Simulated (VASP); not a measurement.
# KSi3I (Pm-3m) in VASP: single point with PBE

Aim: the single point of KSi3I with PBE.

All numbers are computed with VASP 6.6.1; they aren't measurements. Logs are shortened: lines on timing, memory, paths and dates and some standing lists are left out, and cuts for length are marked.

## Step 1: The cell of the first run

Symmetry: Pm-3m, No. 221, cubic system. Conventional cell: a = 5.752 Å, b = 5.752 Å, c = 5.752 Å, α = 90.00°, β = 90.00°, γ = 90.00°. K (site symmetry m-3m) has 6 Si at 2.88 Å within 3.8 Å. Within 3.8 Å of Si (site symmetry 4/mmm) lie 2 K at 2.88 Å. I (site symmetry m-3m) has 12 Si at 4.07 Å and 8 K at 4.98 Å within 5.3 Å.

## Step 2: Single point, PBE

Input file INCAR:

```
PREC = Accurate
ENCUT = 520
EDIFF = 1E-6
ISMEAR = 0
SIGMA = 0.1
LREAL = False
LASPH = True
NELM = 100
ALGO = Normal
ISIF = 2
LWAVE = False
LCHARG = False
GGA = PE
NBANDS = 22
```

Input file KPOINTS:

```
Automatic mesh
0
Gamma
  8 8 8
```

Input file POSCAR:

```
KSi3I
1.0
    5.7515238184      0.0000000000      0.0000000000
    0.0000000000      5.7515238184      0.0000000000
    0.0000000000      0.0000000000      5.7515238184
K Si I
1 3 1
Direct
    0.5000000000      0.5000000000      0.5000000000
    0.0000000000      0.5000000000      0.5000000000
    0.5000000000      0.0000000000      0.5000000000
    0.5000000000      0.5000000000      0.0000000000
    0.0000000000      0.0000000000      0.0000000000
```

Potentials or basis: VASP PAW PBE potentials, release 64 (K_sv, Si, I).

Command:

```sh
> cat potpaw_PBE.64/K_sv/POTCAR potpaw_PBE.64/Si/POTCAR potpaw_PBE.64/I/POTCAR > POTCAR
> mpirun -np 1 vasp_std > vasp.out
```

OUTCAR:

```text
PREC = Accurate
   ENCUT = 520
   EDIFF = 1E-6
   ISMEAR = 0
   LREAL = False
   LASPH = True
   NELM = 100
   ISIF = 2
   GGA = PE

 ion  position               nearest neighbor table
   1  0.500  0.500  0.500-   2 2.88   3 2.88   4 2.88   4 2.88   3 2.88   2 2.88
   2  0.000  0.500  0.500-   1 2.88   1 2.88
   3  0.500  0.000  0.500-   1 2.88   1 2.88
   4  0.500  0.500  0.000-   1 2.88   1 2.88
   5  0.000  0.000  0.000-

  LATTYP: Found a simple cubic cell.
 ALAT       =     5.7515238184

  Lattice vectors:

 A1 = (   5.7515238184,   0.0000000000,   0.0000000000)
 A2 = (   0.0000000000,   5.7515238184,   0.0000000000)
 A3 = (   0.0000000000,   0.0000000000,   5.7515238184)

Analysis of symmetry for initial positions (statically):
=====================================================================
 Subroutine PRICEL returns:
 Original cell was already a primitive cell.

 Routine SETGRP: Setting up the symmetry group for a
 simple cubic supercell.

 Subroutine GETGRP returns: Found 48 space group operations
 (whereof 48 operations were pure point group operations)
 out of a pool of 48 trial point group operations.

The static configuration has the point symmetry O_h .

Analysis of symmetry for dynamics (positions and initial velocities):
=====================================================================
 Subroutine PRICEL returns:
 Original cell was already a primitive cell.

 Routine SETGRP: Setting up the symmetry group for a
 simple cubic supercell.

 Subroutine GETGRP returns: Found 48 space group operations
 (whereof 48 operations were pure point group operations)
 out of a pool of 48 trial point group operations.

The dynamic configuration has the point symmetry O_h .

 Subroutine INISYM returns: Found 48 space group operations
 (whereof 48 operations are pure point group operations),
 and found     1 'primitive' translations

----------------------------------------------------------------------------------------

                                     Primitive cell

  volume of cell :     190.2606

  direct lattice vectors                    reciprocal lattice vectors
     5.751523818  0.000000000  0.000000000     0.173866967  0.000000000  0.000000000
     0.000000000  5.751523818  0.000000000     0.000000000  0.173866967  0.000000000
     0.000000000  0.000000000  5.751523818     0.000000000  0.000000000  0.173866967

  length of vectors
     5.751523818  5.751523818  5.751523818     0.173866967  0.173866967  0.173866967

  position of ions in fractional coordinates (direct lattice)
     0.500000000  0.500000000  0.500000000
     0.000000000  0.500000000  0.500000000
     0.500000000  0.000000000  0.500000000
     0.500000000  0.500000000  0.000000000
     0.000000000  0.000000000  0.000000000

  ion indices of the primitive-cell ions
   primitive index   ion index
                 1           1
                 2           2
                 3           3
                 4           4
                 5           5

----------------------------------------------------------------------------------------

 KPOINTS: Automatic mesh

Automatic generation of k-mesh.
 Grid dimensions read from file:
 generate k-points for:    8    8    8

 Generating k-lattice:

  Cartesian coordinates                     Fractional coordinates (reciprocal lattice)
     0.021733371  0.000000000  0.000000000     0.125000000  0.000000000  0.000000000
     0.000000000  0.021733371  0.000000000     0.000000000  0.125000000  0.000000000
     0.000000000  0.000000000  0.021733371     0.000000000  0.000000000  0.125000000

  Length of vectors
     0.021733371  0.021733371  0.021733371

  Shift w.r.t. Gamma in fractional coordinates (k-lattice)
     0.000000000  0.000000000  0.000000000

 Subroutine IBZKPT returns following result:
 ===========================================

 Found     35 irreducible k-points:

 Following reciprocal coordinates:
            Coordinates               Weight
  0.000000  0.000000  0.000000      1.000000
  0.125000  0.000000  0.000000      6.000000
  0.250000  0.000000  0.000000      6.000000
  0.375000  0.000000  0.000000      6.000000
  0.500000  0.000000  0.000000      3.000000
  0.125000  0.125000  0.000000     12.000000
[... 16 lines left out ...]
  0.375000  0.375000  0.125000     24.000000
  0.500000  0.375000  0.125000     24.000000
 [... further k-points ...]
   k-points           NKPTS =     35   k-points in BZ     NKDIM =     35   number of bands    NBANDS=     22
   number of dos      NEDOS =    301   number of ions     NIONS =      5
   total plane-waves  NPLWV = 110592
   dimension x,y,z NGX =    48 NGY =   48 NGZ =   48
   dimension x,y,z NGXF=    96 NGYF=   96 NGZF=   96
   ions per type =               1   3   1
   NGX,Y,Z   is equivalent  to a cutoff of  13.87, 13.87, 13.87 a.u.
   NGXF,Y,Z  is equivalent  to a cutoff of  27.75, 27.75, 27.75 a.u.
 SYSTEM =  unknown system
   PREC   = accura    normal or accurate (medium, high low for compatibility)
   ISTART =      0    job   : 0-new  1-cont  2-samecut
   ICHARG =      2    charge: 1-file 2-atom 10-const
   ISPIN  =      1    spin polarized calculation?
   LNONCOLLINEAR =      F non collinear calculations
   LSORBIT =      F    spin-orbit coupling
   LASPH  =      T    aspherical Exc in radial PAW
   ENCUT  =  520.0 eV  38.22 Ry    6.18 a.u.  10.69 10.69 10.69*2*pi/ulx,y,z
   NELM   =    100;   NELMIN=  2; NELMDL= -5     # of ELM steps
   EDIFF  = 0.1E-05   stopping-criterion for ELM
   LREAL  =      F    real-space projection
   EDIFFG = 0.1E-04   stopping-criterion for IOM
   NSW    =      0    number of steps for IOM
   IBRION =     -1    ionic relax: 0-MD 1-quasi-New 2-CG
   NFREE  =      0    steps in history (QN), initial steepest desc. (CG)
   ISIF   =      2    stress and relaxation
   ISYM   =      2    0-nonsym 1-usesym 2-fastsym
   POTIM  = 0.5000    time-step for ionic-motion
   TEBEG  =    0.0;   TEEND  =   0.0 temperature during run
   PSTRESS=    0.0 pullay stress
   NELECT =      28.0000    total number of electrons
   NUPDOWN=      -1.0000    fix difference up-down
   EMIN   =  10.00;   EMAX   =-10.00  energy-range for DOS
   EFERMI =   0.00;   METHOD = LEGACY
   ISMEAR =     0;   SIGMA  =   0.10  broadening in eV -4-tet -1-fermi 0-gaus
   EFERMI_NEDOS =   21; number of points for ismear=-14 and -15
   IALGO  =     38    algorithm
   IMIX   =      4    mixing-type and parameters
     AMIX     =   0.40;   BMIX     =  1.00
     AMIX_MAG =   1.60;   BMIX_MAG =  1.00
  volume/ion in A,a.u.               =      38.05       256.79
  Fermi-wavevector in a.u.,A,eV,Ry     =   0.864327  1.633341 10.164377  0.747061
  Thomas-Fermi vector in A             =   1.982407
   LORBIT       =      0    0 simple, 1 ext, 2 COOP (PROOUT), +10 PAW based schemes
   GGA     = PE    functional components
   LHFCALC =     F    Hartree Fock is set to
   AEXX    =    0.0000 exact exchange contribution
   IVDW    =     0    specifies the selected vdW correction
   LEPSILON=     F    determine dielectric tensor
   LRPA    =     F    only Hartree local field effects (RPA)
 non-spin polarized calculation
 Gauss-broadening in eV      SIGMA  =   0.10
  energy-cutoff  :      520.00
  volume of cell :      190.26
 maximum number of plane-waves:      5146
 NGX is ok and might be reduce to    48
   NGX = 21   NGY = 21   NGZ = 21

 number of electron      28.0000002 magnetization

 Free energy of the ion-electron system (eV)
  ---------------------------------------------------
  ext. energy  EPLUGINS =         0.00000000
  ---------------------------------------------------
  free energy    TOTEN  =        -8.91147365 eV

  energy without entropy =       -8.85871192  energy(sigma->0) =       -8.88509279

 E-fermi :   1.5686     XC(G=0):  -7.6697

 val. band max:        1.5623076531   @ k =   0.2500   0.1250   0.1250
 cond. band min:       1.5714983006   @ k =   0.5000   0.5000   0.3750
 fundamental gap:      0.0091906476
 Fermi energy:         1.5686335329

 k-point     1 :       0.0000    0.0000    0.0000
  band No.  band energies     occupation
      1     -28.3651      2.00000
      2     -12.0957      2.00000
      3     -12.0957      2.00000
      4     -12.0957      2.00000
      5     -10.5816      2.00000
      6      -5.9013      2.00000
[... 14 lines left out ...]
     21       5.2780      0.00000
     22       5.2780      0.00000

 k-point     2 :       0.1250    0.0000    0.0000
  band No.  band energies     occupation
      1     -28.3651      2.00000
      2     -12.1038      2.00000
      3     -12.0955      2.00000
      4     -12.0955      2.00000
      5     -10.5777      2.00000
      6      -5.8720      2.00000
[... 14 lines left out ...]
     21       5.3162      0.00000
     22       5.5898      0.00000

 k-point     3 :       0.2500    0.0000    0.0000
  band No.  band energies     occupation
      1     -28.3649      2.00000
      2     -12.1234      2.00000
      3     -12.0950      2.00000
      4     -12.0950      2.00000
      5     -10.5682      2.00000
      6      -5.8051      2.00000
[... 14 lines left out ...]
     21       5.4183      0.00000
     22       6.3436      0.00000
[... 476 lines left out ...]
 k-point    23 :       0.3750    0.3750    0.1250
  band No.  band energies     occupation
      1     -28.3644      2.00000
      2     -12.1400      2.00000
      3     -12.1393      2.00000
      4     -12.1012      2.00000
      5     -10.5445      2.00000
      6      -5.3616      2.00000
[... 14 lines left out ...]
     21       7.1977      0.00000
     22       7.3601      0.00000

 k-point    24 :       0.5000    0.3750    0.1250
  band No.  band energies     occupation
      1     -28.3644      2.00000
      2     -12.1473      2.00000
      3     -12.1392      2.00000
      4     -12.1010      2.00000
      5     -10.5424      2.00000
      6      -5.2886      2.00000
[... 14 lines left out ...]
     21       7.4208      0.00000
     22       7.6769      0.00000

 [... further k-points ...]

------------------------ aborting loop because EDIFF is reached ----------------------------------------

  FORCE on cell =-STRESS in cart. coord.  units (eV):
  Direction    XX          YY          ZZ          XY          YZ          ZX
  --------------------------------------------------------------------------------------
  -------------------------------------------------------------------------------------
  Total        0.0510586      0.0510586      0.0510586     -0.0000000      0.0000000      0.0000000
  in kB        0.4299626      0.4299626      0.4299626     -0.0000000      0.0000000      0.0000000
  external PRESSURE =       0.4299626 kB  Pullay stress =       0.0000000 kB

 VOLUME and BASIS-vectors are now :
 -----------------------------------------------------------------------------
  energy-cutoff  :      520.00
  volume of cell :      190.26
      direct lattice vectors                 reciprocal lattice vectors
     5.751523818  0.000000000  0.000000000     0.173866967  0.000000000  0.000000000
     0.000000000  5.751523818  0.000000000     0.000000000  0.173866967  0.000000000
     0.000000000  0.000000000  5.751523818     0.000000000  0.000000000  0.173866967

 POSITION                                       TOTAL-FORCE (eV/Angst)
 -----------------------------------------------------------------------------------
      2.87576      2.87576      2.87576         0.000000      0.000000      0.000000
      0.00000      2.87576      2.87576         0.000000      0.000000      0.000000
      2.87576      0.00000      2.87576         0.000000      0.000000      0.000000
      2.87576      2.87576      0.00000         0.000000      0.000000      0.000000
      0.00000      0.00000      0.00000         0.000000      0.000000      0.000000
 -----------------------------------------------------------------------------------
    total drift:                                0.000000     -0.000000     -0.000000

  FREE ENERGIE OF THE ION-ELECTRON SYSTEM (eV)
  ---------------------------------------------------
  free  energy   TOTEN  =        -8.9114736478 eV

  energy  without entropy=       -8.8587119223  energy(sigma->0) =       -8.88509279
```

It took 3.3 min on 1 thread of Intel Xeon 8259CL, shared host; peak memory 0.41 GiB.

Results:

| Property | Result |
| --- | --- |
| Free energy | -8.9115 eV |
| Pressure | 0.0 GPa |
| Band gap on the k mesh | zero (bands 14 and 15 overlap by 0.39 eV) |

Caveat: spin-orbit coupling is left out, which moves the levels of the heavy elements.
